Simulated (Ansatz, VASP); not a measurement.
**One calculation of AgBr, two programs**

```
CELL_PARAMETERS angstrom
0.00000 2.92166 2.92166
2.92166 0.00000 2.92166
2.92166 2.92166 0.00000
ATOMIC_POSITIONS crystal
Ag 0.00000 0.00000 0.00000
Br 0.50000 0.50000 0.50000
```

Alike in both runs: task single point; functional PBEsol; k mesh 8 × 8 × 8; occupations gaussian, width 0.02 eV; no spin polarisation.

```csv
,VASP,Ansatz
version,VASP 6.6.1,Ansatz 0.2.0
potentials or method,"VASP PAW PBE potentials, release 64 (Ag, Br), cutoff 500 eV","scalar-relativistic, plane waves, PAW"
valence electrons in the cell,18,26
```

```csv
,VASP,Ansatz,Ansatz less VASP
gap on the k mesh at the Fermi level (eV),0.52,0.52,0.000
least direct gap on the mesh (eV),2.28,2.28,+0.001
pressure (GPa),-3.7,-3.6,+0.02
```

VASP's potentials were made for PBE, not for PBEsol. VASP's potentials hold 18 valence electrons a cell and Ansatz's 26, so a difference there can come from the potentials and not from the codes.
